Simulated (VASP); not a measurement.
Input of a VASP 6.6.1 run:

Contents of INCAR:

```
ALGO     = Normal         # electronic algorithm
EDIFF    = 1E-7           # SCF threshold, eV
ENCUT    = 520            # plane-wave cutoff, eV
GGA      = PE             # functional
ISIF     = 2              # what is computed and relaxed
ISMEAR   = 0              # smearing method
LASPH    = True           # aspherical terms in the spheres
LCHARG   = False          # write CHGCAR
LREAL    = False          # projectors in reciprocal space
LWAVE    = False          # write WAVECAR
NBANDS   = 11             # bands
NELM     = 60             # most SCF steps
PREC     = Accurate       # precision mode
SIGMA    = 0.1            # smearing width, eV
```

Contents of KPOINTS:

```
k-points
0
Gamma
  15 15 12
```

The input POSCAR:

```
MgB2
1.0
    3.1515357359      0.0000000000      0.0000000000
   -1.5757678680      2.7293100082      0.0000000000
    0.0000000000      0.0000000000      3.6937335747
Mg B
1 2
Direct
    0.0000000000      0.0000000000      0.0000000000
    0.3333333333      0.6666666667      0.5000000000
    0.6666666667      0.3333333333      0.5000000000
```

Potentials or basis: VASP PAW PBE potentials, release 64 (Mg, B).

Run with:

```sh
$ cat potpaw_PBE.64/Mg/POTCAR potpaw_PBE.64/B/POTCAR > POTCAR
$ mpirun -np 1 vasp_std > vasp.out
```

(1) Estimate the band gap on the k mesh.

(2) Predict the pressure.

Answers

(1) zero (band 4 reaches 6.27 eV, above the bottom of band 5 at 2.85 eV).

(2) -11.8 GPa.
